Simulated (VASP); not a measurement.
Crystal: Ga.

```
CELL_PARAMETERS angstrom
2.26150 -3.83050 0.00000
2.26150 3.83050 0.00000
0.00000 0.00000 4.52400
ATOMIC_POSITIONS crystal
Ga 0.84510 0.15490 0.08100
Ga 0.65490 0.34510 0.58100
Ga 0.15490 0.84510 0.91900
Ga 0.34510 0.65490 0.41900
```

```yaml
Program: VASP 6.6.1
Task: relaxation of volume and atoms at fixed shape
Functional: PBEsol
Potentials_or_basis: VASP PAW PBE potentials, release 64 (Ga_d)
Cutoff: 600 eV
k_mesh: 6 × 6 × 5
Occupations: fermi-dirac, width 0.05 eV
Spin: no spin polarisation
```

At the start: pressure -1.5 GPa; volume 19.59 Å³/atom.

Question: Where does the relaxation end?

Answer: Over 5 steps the energy falls by 2.9 meV/atom and the volume is 19.04 Å³/atom (-2.8 %); space group Cmce (No. 64, to 0.05 Å).

Step by step:
| step | energy change (eV) | largest force (eV/Å) | pressure (GPa) | volume (Å³) |
| --- | --- | --- | --- | --- |
| 1 | 0.0000 | 0.1023 | -1.53 | 78.38 |
| 2 | -0.0113 | 0.0369 | -0.02 | 76.28 |
| 3 | -0.0113 | 0.0318 | 0.02 | 76.18 |
| 4 | -0.0113 | 0.0313 | 0.10 | 76.14 |
| 5 | -0.0115 | 0.0143 | 0.07 | 76.18 |

Final structure:
```
Ga
1.0
     2.24011   -3.79427    0.00000
     2.24011    3.79427    0.00000
     0.00000    0.00000    4.48121
Ga
4
Cartesian
  2.2401 -2.6122 0.3651
  2.2401 -1.1820 2.6057
  2.2401 2.6122 4.1162
  2.2401 1.1820 1.8756
```

Caveat: the PAW data sets were made with another functional, which shifts forces and pressure a little.
